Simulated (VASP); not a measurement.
Write the native input for VASP 6.6.1 that does the following.

| Quantity | Value |
| --- | --- |
| Task | single point |
| Functional | HSE06 |
| Potentials or basis | VASP PAW PBE potentials, release 64 (In_d, As) |
| Cutoff | 520 eV |
| k mesh | 4 × 4 × 4 |
| Occupations | fermi-dirac, width 0.01 eV |
| Spin | no spin polarisation |
| Dipole correction | no |
| Grid for exact exchange (PRECFOCK) | Normal |
| Further INCAR settings | ALGO = Normal; EDIFF = 1e-06; NBANDS = 16 |
| Screening parameter | 0.2079 1/Å |

The system is InAs.

```
CELL_PARAMETERS angstrom
0.00000 3.03000 3.03000
3.03000 0.00000 3.03000
3.03000 3.03000 0.00000
ATOMIC_POSITIONS crystal
In 0.00000 0.00000 0.00000
As 0.25000 0.25000 0.25000
```

One way to write it, as run:

POSCAR

```
InAs
1.0
    0.0000000000      3.0300000000      3.0300000000
    3.0300000000      0.0000000000      3.0300000000
    3.0300000000      3.0300000000      0.0000000000
In As
1 1
Direct
    0.0000000000      0.0000000000      0.0000000000
    0.2500000000      0.2500000000      0.2500000000
```

INCAR.step1

```
SYSTEM = InAs
PREC     = Accurate       ! precision mode
ENCUT    = 520            ! plane-wave cutoff, eV
EDIFF    = 1E-5           ! SCF threshold, eV
ISMEAR   = -1             ! smearing method
SIGMA    = 0.01           ! smearing width, eV
LREAL    = .FALSE.        ! projectors in reciprocal space
LASPH    = .TRUE.         ! aspherical terms in the spheres
NELM     = 60             ! most SCF steps
ALGO     = Normal         ! electronic algorithm
ISIF     = 2              ! what is computed and relaxed
LWAVE    = .TRUE.         ! write WAVECAR
LCHARG   = .FALSE.        ! write CHGCAR
GGA      = PE             ! functional
NBANDS   = 16             ! bands
```

INCAR.step2

```
SYSTEM = InAs
PREC     = Accurate       ! precision mode
ENCUT    = 520            ! plane-wave cutoff, eV
EDIFF    = 1E-6           ! SCF threshold, eV
ISMEAR   = -1             ! smearing method
SIGMA    = 0.01           ! smearing width, eV
LREAL    = .FALSE.        ! projectors in reciprocal space
LASPH    = .TRUE.         ! aspherical terms in the spheres
NELM     = 60             ! most SCF steps
ALGO     = Normal         ! electronic algorithm
ISIF     = 2              ! what is computed and relaxed
LWAVE    = .FALSE.        ! write WAVECAR
LCHARG   = .FALSE.        ! write CHGCAR
GGA      = PE             ! functional
LHFCALC  = .TRUE.         ! exact exchange
HFSCREEN = 0.2079         ! screening, 1/A
PRECFOCK = Normal       
ISTART   = 1            
NBANDS   = 16             ! bands
```

KPOINTS

```
regular mesh
0
G
  4 4 4
  0 0 0
```

Potentials or basis: VASP PAW PBE potentials, release 64 (In_d, As).

Run with:

```console
$ cat potpaw_PBE.64/In_d/POTCAR potpaw_PBE.64/As/POTCAR > POTCAR
$ cp INCAR.step1 INCAR
$ mpirun -np 1 vasp_std > vasp.out
$ cp INCAR.step2 INCAR
$ mpirun -np 1 vasp_std > vasp.out
```

Results of the run:

* Pressure: 1.4 GPa
* Band gap on the k mesh: 0.54 eV, direct

Caveat: the k points lie up to 0.45 Å⁻¹ apart; the PAW data sets were made with another functional, which shifts forces and pressure a little; spin-orbit coupling is left out, which moves the levels of the heavy elements.

It took 11 min on 1 thread of Intel(R) Xeon(R) Platinum 8259CL CPU @ 2.50GHz (Skylake/Cascade Lake) (shared host), peak memory 0.28 GiB.
